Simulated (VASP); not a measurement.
RbY2:

```
Rb Y
1.0
     5.23616    0.00000    0.00000
    -2.61808    4.53465    0.00000
     0.00000    0.00000    3.68293
Rb Y
1 2
Direct
  0.00000 0.00000 0.00000
  0.33333 0.66667 0.50000
  0.66667 0.33333 0.50000
```

* Program: VASP 6.6.1
* Task: relaxation of cell and atoms
* Functional: PBE
* Potentials or basis: VASP PAW PBE potentials, release 64 (Rb_sv, Y_sv)
* Cutoff: 600 eV
* k mesh: 6 × 6 × 6
* Occupations: gaussian, width 0.1 eV
* Spin: no spin polarisation

At the start: pressure 12.3 GPa; volume 29.15 Å³/atom.

Q: Where does the relaxation end?

A: Over 9 steps the energy falls by 566.2 meV/atom and the volume is 41.25 Å³/atom (+41.5 %); space group P6/mmm (No. 191, to 0.1 Å) before and after.

Step by step:
| step | energy change (eV) | largest force (eV/Å) | pressure (GPa) | volume (Å³) |
| --- | --- | --- | --- | --- |
| 1 | 0.0000 | 0.0000 | 12.28 | 87.45 |
| 2 | -1.4456 | 0.0000 | 1.02 | 118.38 |
| 3 | -1.5394 | 0.0000 | -0.31 | 126.08 |
| 4 | -1.5469 | 0.0000 | -0.86 | 129.72 |
| 5 | -1.6413 | 0.0000 | -0.44 | 126.64 |
| 6 | -1.6942 | 0.0000 | 0.08 | 123.36 |
| 7 | -1.6971 | 0.0000 | 0.30 | 122.14 |
| 8 | -1.6973 | 0.0000 | 0.25 | 122.41 |
| 9 | -1.6987 | 0.0000 | 0.03 | 123.76 |

Final structure:
```
Rb Y
1.0
     6.44212    0.00000    0.00000
    -3.22106    5.57904    0.00000
     0.00000    0.00000    3.44351
Rb Y
1 2
Direct
  0.00000 0.00000 0.00000
  0.33333 0.66667 0.50000
  0.66667 0.33333 0.50000
```

Caveat: the volume moved by over 15 % at a fixed basis, so the end points are rough.
